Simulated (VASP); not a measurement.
# BAuCl3 (Pm-3m) in VASP: further runs

BAuCl3 is run at these levels: PBE; tasks: single point, relaxation of cell and atoms.

Everything below comes from runs of VASP 6.6.1. Logs are shortened: lines on timing, memory, paths and dates and some standing lists are left out, and cuts for length are marked.

## 1. The cell of the first run

The structure is cubic, space group Pm-3m (No. 221). The conventional cell has a = 5.023 Å, b = 5.023 Å, c = 5.023 Å, α = 90.00°, β = 90.00°, γ = 90.00°. B (site symmetry m-3m) has 12 Cl at 3.55 Å and 8 Au at 4.35 Å within 4.7 Å. Within 3.3 Å of Au (site symmetry m-3m) lie 6 Cl at 2.51 Å. Within 3.3 Å of Cl (site symmetry 4/mmm) lie 2 Au at 2.51 Å.

## 2. Single point, PBE

INCAR

```
PREC = Accurate
ENCUT = 520
EDIFF = 1E-6
ISMEAR = 0
SIGMA = 0.1
LREAL = F
LASPH = T
NELM = 60
ALGO = Normal
ISIF = 2
LWAVE = F
LCHARG = T
GGA = PE
LELF = T
LVHAR = T
NBANDS = 26
```

KPOINTS

```
regular mesh
0
Gamma
  4 4 4
```

POSCAR

```
BAuCl3
1.0
    5.0233283064      0.0000000000      0.0000000000
    0.0000000000      5.0233283064      0.0000000000
    0.0000000000      0.0000000000      5.0233283064
B Au Cl
1 1 3
Direct
    0.0000000000      0.0000000000      0.0000000000
    0.5000000000      0.5000000000      0.5000000000
    0.0000000000      0.5000000000      0.5000000000
    0.5000000000      0.0000000000      0.5000000000
    0.5000000000      0.5000000000      0.0000000000
```

Potentials or basis: VASP PAW PBE potentials, release 64 (B, Au, Cl).

Command:

```sh
$ cat potpaw_PBE.64/B/POTCAR potpaw_PBE.64/Au/POTCAR potpaw_PBE.64/Cl/POTCAR > POTCAR
$ mpirun -np 1 vasp_std > vasp.out
```

OUTCAR:

```text
PREC = Accurate
   ENCUT = 520
   EDIFF = 1E-6
   ISMEAR = 0
   LREAL = F
   LASPH = T
   NELM = 60
   ISIF = 2
   GGA = PE

 ion  position               nearest neighbor table
   1  0.000  0.000  0.000-
   2  0.500  0.500  0.500-   3 2.51   4 2.51   5 2.51   5 2.51   4 2.51   3 2.51
   3  0.000  0.500  0.500-   2 2.51   2 2.51
   4  0.500  0.000  0.500-   2 2.51   2 2.51
   5  0.500  0.500  0.000-   2 2.51   2 2.51

  LATTYP: Found a simple cubic cell.
 ALAT       =     5.0233283064

  Lattice vectors:

 A1 = (   5.0233283064,   0.0000000000,   0.0000000000)
 A2 = (   0.0000000000,   5.0233283064,   0.0000000000)
 A3 = (   0.0000000000,   0.0000000000,   5.0233283064)

Analysis of symmetry for initial positions (statically):
=====================================================================
 Subroutine PRICEL returns:
 Original cell was already a primitive cell.

 Routine SETGRP: Setting up the symmetry group for a
 simple cubic supercell.

 Subroutine GETGRP returns: Found 48 space group operations
 (whereof 48 operations were pure point group operations)
 out of a pool of 48 trial point group operations.

The static configuration has the point symmetry O_h .

Analysis of symmetry for dynamics (positions and initial velocities):
=====================================================================
 Subroutine PRICEL returns:
 Original cell was already a primitive cell.

 Routine SETGRP: Setting up the symmetry group for a
 simple cubic supercell.

 Subroutine GETGRP returns: Found 48 space group operations
 (whereof 48 operations were pure point group operations)
 out of a pool of 48 trial point group operations.

The dynamic configuration has the point symmetry O_h .

 Subroutine INISYM returns: Found 48 space group operations
 (whereof 48 operations are pure point group operations),
 and found     1 'primitive' translations

----------------------------------------------------------------------------------------

                                     Primitive cell

  volume of cell :     126.7578

  direct lattice vectors                    reciprocal lattice vectors
     5.023328306  0.000000000  0.000000000     0.199071201  0.000000000  0.000000000
     0.000000000  5.023328306  0.000000000     0.000000000  0.199071201  0.000000000
     0.000000000  0.000000000  5.023328306     0.000000000  0.000000000  0.199071201

  length of vectors
     5.023328306  5.023328306  5.023328306     0.199071201  0.199071201  0.199071201

  position of ions in fractional coordinates (direct lattice)
     0.000000000  0.000000000  0.000000000
     0.500000000  0.500000000  0.500000000
     0.000000000  0.500000000  0.500000000
     0.500000000  0.000000000  0.500000000
     0.500000000  0.500000000  0.000000000

  ion indices of the primitive-cell ions
   primitive index   ion index
                 1           1
                 2           2
                 3           3
                 4           4
                 5           5

----------------------------------------------------------------------------------------

 KPOINTS: regular mesh

Automatic generation of k-mesh.
 Grid dimensions read from file:
 generate k-points for:    4    4    4

 Generating k-lattice:

  Cartesian coordinates                     Fractional coordinates (reciprocal lattice)
     0.049767800  0.000000000  0.000000000     0.250000000  0.000000000  0.000000000
     0.000000000  0.049767800  0.000000000     0.000000000  0.250000000  0.000000000
     0.000000000  0.000000000  0.049767800     0.000000000  0.000000000  0.250000000

  Length of vectors
     0.049767800  0.049767800  0.049767800

  Shift w.r.t. Gamma in fractional coordinates (k-lattice)
     0.000000000  0.000000000  0.000000000

 Subroutine IBZKPT returns following result:
 ===========================================

 Found     10 irreducible k-points:

 Following reciprocal coordinates:
            Coordinates               Weight
  0.000000  0.000000  0.000000      1.000000
  0.250000  0.000000  0.000000      6.000000
  0.500000  0.000000  0.000000      3.000000
  0.250000  0.250000  0.000000     12.000000
  0.500000  0.250000  0.000000     12.000000
  0.500000  0.500000  0.000000      3.000000
  0.250000  0.250000  0.250000      8.000000
  0.500000  0.250000  0.250000     12.000000
  0.500000  0.500000  0.250000      6.000000
  0.500000  0.500000  0.500000      1.000000
   k-points           NKPTS =     10   k-points in BZ     NKDIM =     10   number of bands    NBANDS=     26
   number of dos      NEDOS =    301   number of ions     NIONS =      5
   total plane-waves  NPLWV =  64000
   dimension x,y,z NGX =    40 NGY =   40 NGZ =   40
   dimension x,y,z NGXF=    80 NGYF=   80 NGZF=   80
   ions per type =               1   1   3
   NGX,Y,Z   is equivalent  to a cutoff of  13.24, 13.24, 13.24 a.u.
   NGXF,Y,Z  is equivalent  to a cutoff of  26.48, 26.48, 26.48 a.u.
 SYSTEM =  unknown system
   PREC   = accura    normal or accurate (medium, high low for compatibility)
   ISTART =      0    job   : 0-new  1-cont  2-samecut
   ICHARG =      2    charge: 1-file 2-atom 10-const
   ISPIN  =      1    spin polarized calculation?
   LNONCOLLINEAR =      F non collinear calculations
   LSORBIT =      F    spin-orbit coupling
   LASPH  =      T    aspherical Exc in radial PAW
   ENCUT  =  520.0 eV  38.22 Ry    6.18 a.u.   9.34  9.34  9.34*2*pi/ulx,y,z
   NELM   =     60;   NELMIN=  2; NELMDL= -5     # of ELM steps
   EDIFF  = 0.1E-05   stopping-criterion for ELM
   LREAL  =      F    real-space projection
   EDIFFG = 0.1E-04   stopping-criterion for IOM
   NSW    =      0    number of steps for IOM
   IBRION =     -1    ionic relax: 0-MD 1-quasi-New 2-CG
   NFREE  =      0    steps in history (QN), initial steepest desc. (CG)
   ISIF   =      2    stress and relaxation
   ISYM   =      2    0-nonsym 1-usesym 2-fastsym
   POTIM  = 0.5000    time-step for ionic-motion
   TEBEG  =    0.0;   TEEND  =   0.0 temperature during run
   PSTRESS=    0.0 pullay stress
   NELECT =      35.0000    total number of electrons
   NUPDOWN=      -1.0000    fix difference up-down
   EMIN   =  10.00;   EMAX   =-10.00  energy-range for DOS
   EFERMI =   0.00;   METHOD = LEGACY
   ISMEAR =     0;   SIGMA  =   0.10  broadening in eV -4-tet -1-fermi 0-gaus
   EFERMI_NEDOS =   21; number of points for ismear=-14 and -15
   IALGO  =     38    algorithm
   IMIX   =      4    mixing-type and parameters
     AMIX     =   0.40;   BMIX     =  1.00
     AMIX_MAG =   1.60;   BMIX_MAG =  1.00
  volume/ion in A,a.u.               =      25.35       171.08
  Fermi-wavevector in a.u.,A,eV,Ry     =   1.066038  2.014519 15.462159  1.136437
  Thomas-Fermi vector in A             =   2.201609
   LORBIT       =      0    0 simple, 1 ext, 2 COOP (PROOUT), +10 PAW based schemes
   GGA     = PE    functional components
   LHFCALC =     F    Hartree Fock is set to
   AEXX    =    0.0000 exact exchange contribution
   IVDW    =     0    specifies the selected vdW correction
   LEPSILON=     F    determine dielectric tensor
   LRPA    =     F    only Hartree local field effects (RPA)
 non-spin polarized calculation
 Gauss-broadening in eV      SIGMA  =   0.10
  energy-cutoff  :      520.00
  volume of cell :      126.76
 maximum number of plane-waves:      3448
 NGX is ok and might be reduce to    40
   NGX = 19   NGY = 19   NGZ = 19

 number of electron      35.0000002 magnetization

 Free energy of the ion-electron system (eV)
  ---------------------------------------------------
  ext. energy  EPLUGINS =         0.00000000
  ---------------------------------------------------
  free energy    TOTEN  =       -11.43903514 eV

  energy without entropy =      -11.42969333  energy(sigma->0) =      -11.43436424

 E-fermi :   1.7929     XC(G=0):  -8.4730

 val. band max:        1.5043317249   @ k =   0.5000   0.5000   0.2500
 cond. band min:       1.8492089643   @ k =   0.5000   0.2500   0.0000
 fundamental gap:      0.3448772394
 Fermi energy:         1.7928895936

 k-point     1 :       0.0000    0.0000    0.0000
  band No.  band energies     occupation
      1     -13.6915      2.00000
      2     -12.9500      2.00000
      3     -12.9500      2.00000
      4      -4.0052      2.00000
      5      -2.7500      2.00000
      6      -2.7500      2.00000
[... 18 lines left out ...]
     25       8.7564      0.00000
     26      10.5497      0.00000

 k-point     2 :       0.2500    0.0000    0.0000
  band No.  band energies     occupation
      1     -13.5832      2.00000
      2     -12.9738      2.00000
      3     -12.9468      2.00000
      4      -4.1739      2.00000
      5      -3.8103      2.00000
      6      -2.6912      2.00000
[... 18 lines left out ...]
     25       9.4206      0.00000
     26      10.8169      0.00000

 k-point     3 :       0.5000    0.0000    0.0000
  band No.  band energies     occupation
      1     -13.4542      2.00000
      2     -13.0147      2.00000
      3     -12.9436      2.00000
      4      -4.6036      2.00000
      5      -4.2160      2.00000
      6      -2.5334      2.00000
[... 18 lines left out ...]
     25      10.4351      0.00000
     26      10.5558      0.00000

 k-point     4 :       0.2500    0.2500    0.0000
  band No.  band energies     occupation
      1     -13.4743      2.00000
      2     -12.9760      2.00000
      3     -12.9594      2.00000
      4      -4.2707      2.00000
      5      -3.8748      2.00000
      6      -3.7805      2.00000
[... 18 lines left out ...]
     25       9.8893      0.00000
     26      10.7243      0.00000
[... 90 lines left out ...]
      1     -13.2353      2.00000
      2     -13.0016      2.00000
      3     -12.9669      2.00000
      4      -4.7146      2.00000
      5      -4.2569      2.00000
      6      -3.8673      2.00000
[... 18 lines left out ...]
     25       9.9235      0.00000
     26      10.8479      0.00000

 k-point     9 :       0.5000    0.5000    0.2500
  band No.  band energies     occupation
      1     -13.0997      2.00000
      2     -12.9953      2.00000
      3     -12.9953      2.00000
      4      -4.9909      2.00000
      5      -4.3601      2.00000
      6      -4.2295      2.00000
[... 18 lines left out ...]
     25       9.5377      0.00000
     26      10.7916      0.00000

 k-point    10 :       0.5000    0.5000    0.5000
  band No.  band energies     occupation
      1     -12.9894      2.00000
      2     -12.9894      2.00000
      3     -12.9894      2.00000
      4      -5.2564      2.00000
      5      -4.3578      2.00000
      6      -4.3578      2.00000
[... 18 lines left out ...]
     25       9.5298      0.00000
     26      10.2857      0.00000

------------------------ aborting loop because EDIFF is reached ----------------------------------------

  FORCE on cell =-STRESS in cart. coord.  units (eV):
  Direction    XX          YY          ZZ          XY          YZ          ZX
  --------------------------------------------------------------------------------------
  -------------------------------------------------------------------------------------
  Total        0.2029495      0.2029495      0.2029495      0.0000000      0.0000000      0.0000000
  in kB        2.5652159      2.5652159      2.5652159      0.0000000      0.0000000      0.0000000
  external PRESSURE =       2.5652159 kB  Pullay stress =       0.0000000 kB

 VOLUME and BASIS-vectors are now :
 -----------------------------------------------------------------------------
  energy-cutoff  :      520.00
  volume of cell :      126.76
      direct lattice vectors                 reciprocal lattice vectors
     5.023328306  0.000000000  0.000000000     0.199071201  0.000000000  0.000000000
     0.000000000  5.023328306  0.000000000     0.000000000  0.199071201  0.000000000
     0.000000000  0.000000000  5.023328306     0.000000000  0.000000000  0.199071201

 POSITION                                       TOTAL-FORCE (eV/Angst)
 -----------------------------------------------------------------------------------
      0.00000      0.00000      0.00000         0.000000      0.000000      0.000000
      2.51166      2.51166      2.51166         0.000000      0.000000      0.000000
      0.00000      2.51166      2.51166         0.000000      0.000000      0.000000
      2.51166      0.00000      2.51166         0.000000      0.000000      0.000000
      2.51166      2.51166      0.00000         0.000000      0.000000      0.000000
 -----------------------------------------------------------------------------------
    total drift:                                0.000000     -0.000000     -0.000000

  FREE ENERGIE OF THE ION-ELECTRON SYSTEM (eV)
  ---------------------------------------------------
  free  energy   TOTEN  =       -11.4390351422 eV

  energy  without entropy=      -11.4296933287  energy(sigma->0) =      -11.43436424
```

It took 54 s on 1 thread of AMD EPYC 7R43 (Zen 3), shared host; peak memory 0.19 GiB.

Results:

```yaml
Free_energy: -11.4390 eV
Pressure: 0.3 GPa
```

Caveat: spin-orbit coupling is left out, which moves the levels of the heavy elements; an odd number of electrons without spin polarisation forces a metal; a magnetic or distorted state may lie lower.

## 3. Relaxation of cell and atoms, PBE

This run uses another cell than the first one, of 19.45 Å³/atom, 0.767 times its volume.

INCAR

```
ALGO = Normal
EDIFF = 1E-6
EDIFFG = -0.04
ENCUT = 600
GGA = PE
IBRION = 2
ISIF = 3
ISMEAR = 0
LASPH = True
LCHARG = False
LREAL = False
LWAVE = False
NELM = 80
NSW = 90
PREC = Accurate
SIGMA = 0.1
```

KPOINTS

```
k-points
0
Gamma
  4 4 4
```

Edit POSCAR of step 2 so:

```diff
@@ -2,5 +2,5 @@
 1.0
-    5.0233283064      0.0000000000      0.0000000000
-    0.0000000000      5.0233283064      0.0000000000
-    0.0000000000      0.0000000000      5.0233283064
+    4.5984956778      0.0000000000      0.0000000000
+    0.0000000000      4.5984956778      0.0000000000
+    0.0000000000      0.0000000000      4.5984956778
 B Au Cl
```

Potentials or basis: VASP PAW PBE potentials, release 64 (B, Au, Cl).

Command:

```sh
$ cat potpaw_PBE.64/B/POTCAR potpaw_PBE.64/Au/POTCAR potpaw_PBE.64/Cl/POTCAR > POTCAR
$ mpirun -np 1 vasp_std > vasp.out
```

It took 2.3 min on 1 thread of AMD EPYC 7R43 (Zen 3), shared host; peak memory 0.22 GiB.

Results (log left out):

```
Free energy                            : -11.4313 eV
Relaxed volume                         : 25.55 Å³/atom
Relaxed cell                           : a = 5.036 Å, b = 5.036 Å, c = 5.036 Å, α = 90.00°, β = 90.00°, γ = 90.00°
Space group after relaxing (to 0.05 Å) : Pm-3m (No. 221)
Energy gained by relaxing              : 307.3 meV/atom
Ionic steps                            : 4
Pressure after relaxing                : -0.1 GPa
```

The path:
| step | energy change (eV) | largest force (eV/Å) | pressure (GPa) | volume (Å³) |
| --- | --- | --- | --- | --- |
| 1 | 0.0000 | 0.0000 | 21.23 | 97.24 |
| 2 | -1.4415 | 0.0000 | -2.64 | 138.20 |
| 3 | -1.5357 | 0.0000 | 0.31 | 126.64 |
| 4 | -1.5365 | 0.0000 | -0.06 | 127.73 |

Final structure:
```
B Au Cl
1.0
     5.03612    0.00000    0.00000
     0.00000    5.03612    0.00000
     0.00000    0.00000    5.03612
B Au Cl
1 1 3
Direct
  0.00000 0.00000 0.00000
  0.50000 0.50000 0.50000
  0.00000 0.50000 0.50000
  0.50000 0.00000 0.50000
  0.50000 0.50000 0.00000
```

Levels at points of the mesh, in eV from the Fermi level:
```csv
k point,band 15,band 16,band 17,band 18,band 19,band 20
"(0.00, 0.00, 0.00)",-2.29,-2.28,-2.28,-2.28,0.62,0.79
"(0.50, 0.00, 0.00)",-2.20,-1.73,-1.73,-1.65,0.08,0.57
"(0.50, 0.50, 0.00)",-1.63,-1.62,-1.62,0.25,0.59,0.59
"(0.50, 0.50, 0.50)",-1.61,-1.61,0.91,0.91,0.91,1.32
```

Caveat: the volume moved by over 15 % at a fixed basis, so the end points are rough; spin-orbit coupling is left out, which moves the levels of the heavy elements; an odd number of electrons without spin polarisation forces a metal; a magnetic or distorted state may lie lower.
